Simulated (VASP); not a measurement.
Wanted: the native input for a VASP 6.6.1 run.

| Quantity | Value |
| --- | --- |
| Task | single point |
| Functional | PBE |
| Potentials or basis | VASP PAW PBE potentials, release 64 (Ni) |
| Cutoff | 600 eV |
| k mesh | 20 × 20 × 20 |
| Occupations | gaussian, width 0.05 eV |
| Spin | non-collinear spin, typed start, spin-orbit coupling |
| Starting moments | [[0.0, 0.0, 0.65]] μB |
| Dipole correction | no |
| Further INCAR settings | ALGO = Normal; EDIFF = 1e-06; NBANDS = 21 |

The structure of Ni lies in POSCAR:

```
Ni
1.0
   -1.4007566555      1.4007566555      1.4007566555
    1.4007566555     -1.4007566555      1.4007566555
    1.4007566555      1.4007566555     -1.4007566555
Ni
1
Direct
    0.0000000000      0.0000000000      0.0000000000
```

This isn't the form of Ni at room conditions, which is fcc.

These files were run (other wordings do the same):

INCAR

```
ALGO = Normal
EDIFF = 1E-6
ENCUT = 600
GGA = PE
GGA_COMPAT = F
ISIF = 2
ISMEAR = 0
LASPH = T
LCHARG = F
LMAXMIX = 4
LNONCOLLINEAR = T
LORBIT = 11
LORBMOM = T
LREAL = F
LSORBIT = T
LWAVE = F
MAGMOM = 0 0 0.65
NBANDS = 21
NELM = 200
PREC = Accurate
SIGMA = 0.05
```

KPOINTS

```
k-points
0
Gamma
  20 20 20
```

Potentials or basis: VASP PAW PBE potentials, release 64 (Ni).

Command:

```sh
$ cat potpaw_PBE.64/Ni/POTCAR > POTCAR
$ mpirun -np 1 vasp_ncl > vasp.out
```

It gave:

```json
{
 "Pressure": "-0.2 GPa",
 "Net moment": "0.57 μB per cell",
 "Valence electrons inside the program's atomic spheres": "Ni 9.30"
}
```

Wall time 11 min on 1 thread of Oxide Virtual Turin-like Processor, with other jobs on the host, peak memory 0.47 GiB.
